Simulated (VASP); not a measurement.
A run of VASP 6.6.1:

File INCAR:

```
SYSTEM = Ca3Mg
ALGO     = Normal         ! electronic algorithm
EDIFF    = 1E-6           ! SCF threshold, eV
ENCUT    = 520            ! plane-wave cutoff, eV
ISIF     = 2              ! what is computed and relaxed
ISMEAR   = -1             ! smearing method
LASPH    = .True.         ! aspherical terms in the spheres
LCHARG   = .False.        ! write CHGCAR
LREAL    = .False.        ! projectors in reciprocal space
LWAVE    = .False.        ! write WAVECAR
NBANDS   = 24             ! bands
NELM     = 60             ! most SCF steps
PREC     = Accurate       ! precision mode
SIGMA    = 0.1            ! smearing width, eV
```

KPOINTS

```
k-points
0
Gamma
  5 5 5
  0 0 0
```

Contents of POSCAR:

```
Ca3Mg
1.0
    4.8715954266      0.0000000000      0.0000000000
    0.0000000000      4.8715954266      0.0000000000
    0.0000000000      0.0000000000      4.8715954266
Ca Mg
3 1
Direct
    0.5000000000      0.5000000000      0.0000000000
    0.0000000000      0.5000000000      0.5000000000
    0.5000000000      0.0000000000      0.5000000000
    0.0000000000      0.0000000000      0.0000000000
```

Potentials or basis: VASP PAW LDA potentials, release 64 (Ca_sv, Mg).

Launch:

```bash
$ cat potpaw_LDA.64/Ca_sv/POTCAR potpaw_LDA.64/Mg/POTCAR > POTCAR
$ mpirun -np 1 vasp_std > vasp.out
```

Hardware: 1 thread of Intel(R) Xeon(R) 6975P-C (Granite Rapids), with other jobs on the host.

How long does it take, and how much memory?

It took 10 s on 1 thread of Intel(R) Xeon(R) 6975P-C (Granite Rapids) (shared host), peak memory 0.17 GiB. Counts: scf iterations 12, k points 10.
